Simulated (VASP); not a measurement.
# SnO (Cmme) in VASP: single point with PBEsol+D3(BJ)

Aim: the single point of SnO with PBEsol+D3(BJ).

Everything below comes from runs of VASP 6.6.1. Logs are shortened: lines on timing, memory, paths and dates and some standing lists are left out, and cuts for length are marked.

### Step 1. The cell of the first run

It takes space group Cmme (No. 67, orthorhombic). Conventional cell: a = 5.292 Å, b = 5.372 Å, c = 4.563 Å, α = 90.00°, β = 90.00°, γ = 90.00°. Within 2.9 Å of Sn (site symmetry mm2) lie 4 O at 2.21 Å. Within 2.9 Å of O (site symmetry 222) lie 4 Sn at 2.21 Å and 4 O at 2.65 to 2.69 Å.

### Step 2. Single point, PBEsol+D3(BJ) (strain +0.0150 x Voigt [0, 0, 0, 0, 0, 1])

File INCAR:

```
PREC = Accurate ; ENCUT = 600
EDIFF = 1E-6 ; ISMEAR = 0
SIGMA = 0.15 ; LREAL = False
LASPH = True ; NELM = 120
ALGO = Normal ; ISIF = 2
LWAVE = False ; LCHARG = False
GGA = PS ; IVDW = 12
NBANDS = 28 ; GGA_COMPAT = False
```

File KPOINTS:

```
Automatic mesh
0
Gamma
  12 12 10
```

File POSCAR:

```
SnO
1.0
    3.7703910616      0.0282779330      0.0000000000
    0.0282779330      3.7703910616      0.0000000000
    0.0000000000      0.0000000000      4.5633702865
Sn O
2 2
Direct
    0.0000000000      0.5000000000      0.2532585894
    0.5000000000      0.0000000000      0.7467414106
    0.0000000000      0.0000000000      0.0000000000
    0.5000000000      0.5000000000      0.0000000000
```

Potentials or basis: VASP PAW PBE potentials, release 64 (Sn_d, O).

On the command line:

```sh
$ cat potpaw_PBE.64/Sn_d/POTCAR potpaw_PBE.64/O/POTCAR > POTCAR
$ mpirun -np 1 vasp_std > vasp.out
```

OUTCAR:

```text
PREC = Accurate
   ENCUT = 600
   EDIFF = 1E-6
   ISMEAR = 0
   LREAL = False
   LASPH = True
   NELM = 120
   ISIF = 2
   GGA = PS
   IVDW = 12
 IVDW          = 12

 ion  position               nearest neighbor table
   1  0.000  0.500  0.253-   3 2.21   4 2.21   3 2.21   4 2.21   2 3.47   2 3.47   2 3.51   2 3.51
                             2 3.51   2 3.51   2 3.54   2 3.54
   2  0.500  0.000  0.747-   3 2.21   4 2.21   4 2.21   3 2.21   1 3.47   1 3.47   1 3.51   1 3.51
                             1 3.51   1 3.51   1 3.54   1 3.54
   3  0.000  0.000  0.000-   1 2.21   2 2.21   1 2.21   2 2.21
   4  0.500  0.500  0.000-   1 2.21   2 2.21   2 2.21   1 2.21

  LATTYP: Found a base centered orthorhombic cell.
 ALAT       =     5.2921471384
 B/A-ratio  =     1.0151133501
 C/A-ratio  =     0.8622908939

  Lattice vectors:

 A1 = (  -0.0282779330,  -3.7703910616,   0.0000000000)
 A2 = (   3.7703910616,   0.0282779330,   0.0000000000)
 A3 = (   0.0000000000,   0.0000000000,   4.5633702865)

Analysis of symmetry for initial positions (statically):
=====================================================================
 Subroutine PRICEL returns:
 Original cell was already a primitive cell.

 Routine SETGRP: Setting up the symmetry group for a
 base centered orthorhombic supercell.

 Subroutine GETGRP returns: Found  8 space group operations
 (whereof  4 operations were pure point group operations)
 out of a pool of  8 trial point group operations.

The static configuration has the point symmetry D_2 .
 The point group associated with its full space group is D_2h.

Analysis of symmetry for dynamics (positions and initial velocities):
=====================================================================
 Subroutine PRICEL returns:
 Original cell was already a primitive cell.

 Routine SETGRP: Setting up the symmetry group for a
 base centered orthorhombic supercell.

 Subroutine GETGRP returns: Found  8 space group operations
 (whereof  4 operations were pure point group operations)
 out of a pool of  8 trial point group operations.

The dynamic configuration has the point symmetry D_2 .
 The point group associated with its full space group is D_2h.

 Subroutine INISYM returns: Found  8 space group operations
 (whereof  4 operations are pure point group operations),
 and found     1 'primitive' translations

----------------------------------------------------------------------------------------

                                     Primitive cell

  volume of cell :      64.8685

  direct lattice vectors                    reciprocal lattice vectors
     3.770391062  0.028277933  0.000000000     0.265239397 -0.001989295  0.000000000
     0.028277933  3.770391062  0.000000000    -0.001989295  0.265239397  0.000000000
     0.000000000  0.000000000  4.563370286     0.000000000  0.000000000  0.219136282

  length of vectors
     3.770497102  3.770497102  4.563370286     0.265246857  0.265246857  0.219136282

  position of ions in fractional coordinates (direct lattice)
     0.000000000  0.500000000  0.253258589
     0.500000000  0.000000000  0.746741411
     0.000000000  0.000000000  0.000000000
     0.500000000  0.500000000  0.000000000

  ion indices of the primitive-cell ions
   primitive index   ion index
                 1           1
                 2           2
                 3           3
                 4           4

----------------------------------------------------------------------------------------

 KPOINTS: Automatic mesh

Automatic generation of k-mesh.
 Grid dimensions read from file:
 generate k-points for:   12   12   10

 Generating k-lattice:

  Cartesian coordinates                     Fractional coordinates (reciprocal lattice)
     0.022103283 -0.000165775  0.000000000     0.083333333  0.000000000  0.000000000
    -0.000165775  0.022103283  0.000000000     0.000000000  0.083333333  0.000000000
     0.000000000  0.000000000  0.021913628     0.000000000  0.000000000  0.100000000

  Length of vectors
     0.022103905  0.022103905  0.021913628

  Shift w.r.t. Gamma in fractional coordinates (k-lattice)
     0.000000000  0.000000000  0.000000000

 Subroutine IBZKPT returns following result:
 ===========================================

 Found    258 irreducible k-points:

 Following reciprocal coordinates:
            Coordinates               Weight
  0.000000  0.000000  0.000000      1.000000
  0.083333  0.000000  0.000000      4.000000
  0.166667  0.000000  0.000000      4.000000
  0.250000  0.000000  0.000000      4.000000
  0.333333  0.000000  0.000000      4.000000
  0.416667  0.000000  0.000000      4.000000
[... 16 lines left out ...]
  0.500000  0.166667  0.000000      4.000000
 -0.416667  0.166667  0.000000      4.000000
 [... further k-points ...]
   k-points           NKPTS =    258   k-points in BZ     NKDIM =    258   number of bands    NBANDS=     28
   number of dos      NEDOS =    301   number of ions     NIONS =      4
   total plane-waves  NPLWV =  32400
   dimension x,y,z NGX =    30 NGY =   30 NGZ =   36
   dimension x,y,z NGXF=    60 NGYF=   60 NGZF=   72
   ions per type =               2   2
   NGX,Y,Z   is equivalent  to a cutoff of  13.23, 13.23, 13.11 a.u.
   NGXF,Y,Z  is equivalent  to a cutoff of  26.45, 26.45, 26.23 a.u.
 SYSTEM =  unknown system
   PREC   = accura    normal or accurate (medium, high low for compatibility)
   ISTART =      0    job   : 0-new  1-cont  2-samecut
   ICHARG =      2    charge: 1-file 2-atom 10-const
   ISPIN  =      1    spin polarized calculation?
   LNONCOLLINEAR =      F non collinear calculations
   LSORBIT =      F    spin-orbit coupling
   LASPH  =      T    aspherical Exc in radial PAW
   ENCUT  =  600.0 eV  44.10 Ry    6.64 a.u.   7.53  7.53  9.11*2*pi/ulx,y,z
   NELM   =    120;   NELMIN=  2; NELMDL= -5     # of ELM steps
   EDIFF  = 0.1E-05   stopping-criterion for ELM
   LREAL  =      F    real-space projection
   EDIFFG = 0.1E-04   stopping-criterion for IOM
   NSW    =      0    number of steps for IOM
   IBRION =     -1    ionic relax: 0-MD 1-quasi-New 2-CG
   NFREE  =      0    steps in history (QN), initial steepest desc. (CG)
   ISIF   =      2    stress and relaxation
   ISYM   =      2    0-nonsym 1-usesym 2-fastsym
   POTIM  = 0.5000    time-step for ionic-motion
   TEBEG  =    0.0;   TEEND  =   0.0 temperature during run
   PSTRESS=    0.0 pullay stress
   NELECT =      40.0000    total number of electrons
   NUPDOWN=      -1.0000    fix difference up-down
   EMIN   =  10.00;   EMAX   =-10.00  energy-range for DOS
   EFERMI =   0.00;   METHOD = LEGACY
   ISMEAR =     0;   SIGMA  =   0.15  broadening in eV -4-tet -1-fermi 0-gaus
   EFERMI_NEDOS =   21; number of points for ismear=-14 and -15
   IALGO  =     38    algorithm
   IMIX   =      4    mixing-type and parameters
     AMIX     =   0.40;   BMIX     =  1.00
     AMIX_MAG =   1.60;   BMIX_MAG =  1.00
  volume/ion in A,a.u.               =      16.22       109.44
  Fermi-wavevector in a.u.,A,eV,Ry     =   1.393425  2.633191 26.417508  1.941632
  Thomas-Fermi vector in A             =   2.517072
   LORBIT       =      0    0 simple, 1 ext, 2 COOP (PROOUT), +10 PAW based schemes
   GGA     = PS    functional components
   LHFCALC =     F    Hartree Fock is set to
   AEXX    =    0.0000 exact exchange contribution
   IVDW    =    12    specifies the selected vdW correction
   LEPSILON=     F    determine dielectric tensor
   LRPA    =     F    only Hartree local field effects (RPA)
 non-spin polarized calculation
 Gauss-broadening in eV      SIGMA  =   0.15
  energy-cutoff  :      600.00
  volume of cell :       64.87
 maximum number of plane-waves:      2194
   NGX = 15   NGY = 15   NGZ = 19

 number of electron      40.0000021 magnetization

 Free energy of the ion-electron system (eV)
  ---------------------------------------------------
  ext. energy  EPLUGINS =         0.00000000
  ---------------------------------------------------
  free energy    TOTEN  =       -24.18731368 eV

  energy without entropy =      -24.18268158  energy(sigma->0) =      -24.18499763

 E-fermi :   7.9717     XC(G=0): -10.9340

 val. band max:        7.9668378979   @ k =   0.5000   0.4167   0.0000
 cond. band min:       7.9876090448   @ k =   0.0000   0.0000   0.0000
 fundamental gap:      0.0207711469
 Fermi energy:         7.9717110495

 k-point     1 :       0.0000    0.0000    0.0000
  band No.  band energies     occupation
      1     -14.0962      2.00000
      2     -13.6351      2.00000
      3     -13.6217      2.00000
      4     -13.6014      2.00000
      5     -13.5711      2.00000
      6     -13.5662      2.00000
[... 20 lines left out ...]
     27      14.4991      0.00000
     28      14.7296      0.00000

 k-point     2 :       0.0833    0.0000    0.0000
  band No.  band energies     occupation
      1     -14.0919      2.00000
      2     -13.6328      2.00000
      3     -13.6198      2.00000
      4     -13.6001      2.00000
      5     -13.5677      2.00000
      6     -13.5664      2.00000
[... 20 lines left out ...]
     27      14.5840      0.00000
     28      15.3619      0.00000

 k-point     3 :       0.1667    0.0000    0.0000
  band No.  band energies     occupation
      1     -14.0796      2.00000
      2     -13.6287      2.00000
      3     -13.6265      2.00000
      4     -13.6137      2.00000
      5     -13.5752      2.00000
      6     -13.5649      2.00000
[... 20 lines left out ...]
     27      14.7002      0.00000
     28      16.7019      0.00000

 k-point     4 :       0.2500    0.0000    0.0000
  band No.  band energies     occupation
      1     -14.0603      2.00000
      2     -13.7217      2.00000
      3     -13.6171      2.00000
      4     -13.6027      2.00000
      5     -13.5727      2.00000
      6     -13.5644      2.00000
[... 20 lines left out ...]
     27      14.9045      0.00000
     28      18.1402      0.00000

 k-point     5 :       0.3333    0.0000    0.0000
  band No.  band energies     occupation
      1     -14.0342      2.00000
      2     -13.8137      2.00000
      3     -13.6055      2.00000
      4     -13.5876      2.00000
      5     -13.5695      2.00000
      6     -13.5621      2.00000
[... 20 lines left out ...]
     27      15.1898      0.00000
     28      17.7883      0.00000

 k-point     6 :       0.4167    0.0000    0.0000
  band No.  band energies     occupation
      1     -13.9995      2.00000
      2     -13.8916      2.00000
      3     -13.5929      2.00000
      4     -13.5726      2.00000
      5     -13.5707      2.00000
      6     -13.5585      2.00000
[... 463 lines left out ...]
      5     -13.5673      2.00000
      6     -13.5623      2.00000
[... 20 lines left out ...]
     27      16.0620      0.00000
     28      16.5052      0.00000

 k-point    22 :       0.4167    0.1667    0.0000
  band No.  band energies     occupation
      1     -14.0116      2.00000
      2     -13.9314      2.00000
      3     -13.6026      2.00000
      4     -13.5740      2.00000
      5     -13.5648      2.00000
      6     -13.5609      2.00000
[... 20 lines left out ...]
     27      16.1794      0.00000
     28      16.4275      0.00000

 k-point    23 :       0.5000    0.1667    0.0000
  band No.  band energies     occupation
      1     -13.9809      2.00000
      2     -13.9755      2.00000
      3     -13.5875      2.00000
      4     -13.5832      2.00000
      5     -13.5638      2.00000
      6     -13.5608      2.00000
[... 20 lines left out ...]
     27      16.2494      0.00000
     28      16.4028      0.00000

 k-point    24 :      -0.4167    0.1667    0.0000
  band No.  band energies     occupation
      1     -14.0162      2.00000
      2     -13.9253      2.00000
      3     -13.5968      2.00000
      4     -13.5769      2.00000
      5     -13.5669      2.00000
      6     -13.5572      2.00000
[... 20 lines left out ...]
     27      16.0857      0.00000
     28      16.5932      0.00000

 [... further k-points ...]

------------------------ aborting loop because EDIFF is reached ----------------------------------------

 Edisp (eV)   -0.93360

 E8    (eV) :    -0.6178

  FORCE on cell =-STRESS in cart. coord.  units (eV):
  Direction    XX          YY          ZZ          XY          YZ          ZX
  --------------------------------------------------------------------------------------
  -------------------------------------------------------------------------------------
  Total       0.07600     0.07600     0.08314    -0.56472     0.00000     0.00000
  in kB       1.87712     1.87712     2.05354   -13.94803     0.00000     0.00000
  external pressure =        1.94 kB  Pullay stress =        0.00 kB

 VOLUME and BASIS-vectors are now :
 -----------------------------------------------------------------------------
  energy-cutoff  :      600.00
  volume of cell :       64.87
      direct lattice vectors                 reciprocal lattice vectors
     3.770391062  0.028277933  0.000000000     0.265239397 -0.001989295  0.000000000
     0.028277933  3.770391062  0.000000000    -0.001989295  0.265239397  0.000000000
     0.000000000  0.000000000  4.563370286     0.000000000  0.000000000  0.219136282

 POSITION                                       TOTAL-FORCE (eV/Angst)
 -----------------------------------------------------------------------------------
      0.01414      1.88520      1.15571         0.000000      0.000000      0.090779
      1.88520      0.01414      3.40766         0.000000      0.000000     -0.090779
      0.00000      0.00000      0.00000        -0.000000      0.000000      0.000000
      1.89933      1.89933      0.00000        -0.000000      0.000000      0.000000
 -----------------------------------------------------------------------------------
    total drift:                                0.000000      0.000000      0.000000

  FREE ENERGIE OF THE ION-ELECTRON SYSTEM (eV)
  ---------------------------------------------------
  free  energy   TOTEN  =       -25.1209149383 eV

  energy  without entropy=      -25.1162828336  energy(sigma->0) =      -25.11859889
```

It took 11 min on 1 thread of Intel Xeon 8259CL, shared host; peak memory 0.54 GiB.

What came out:

```yaml
Free_energy: -25.1209 eV
Pressure: 0.2 GPa
Largest_force: 0.091 eV/Å
Band_gap_on_the_k_mesh: zero (bands 20 and 21 overlap by 0.49 eV)
Dispersion_energy_per_atom: -0.233 eV
```

Forces on the atoms (eV/Å):
```
Sn   0.000  0.000  0.091
Sn   0.000  0.000 -0.091
O    0.000  0.000  0.000
O    0.000  0.000  0.000
```

Stress tensor (GPa, compression positive):
```
 0.19 -1.39  0.00
-1.39  0.19  0.00
 0.00  0.00  0.21
```

Caveat: the cell differs from its parent crystal (strain +0.0150 x Voigt [0, 0, 0, 0, 0, 1]); semilocal functionals underestimate gaps, so a narrow gap can read as zero; the PAW data sets were made with another functional, which shifts forces and pressure a little; spin-orbit coupling is left out, which moves the levels of the heavy elements.
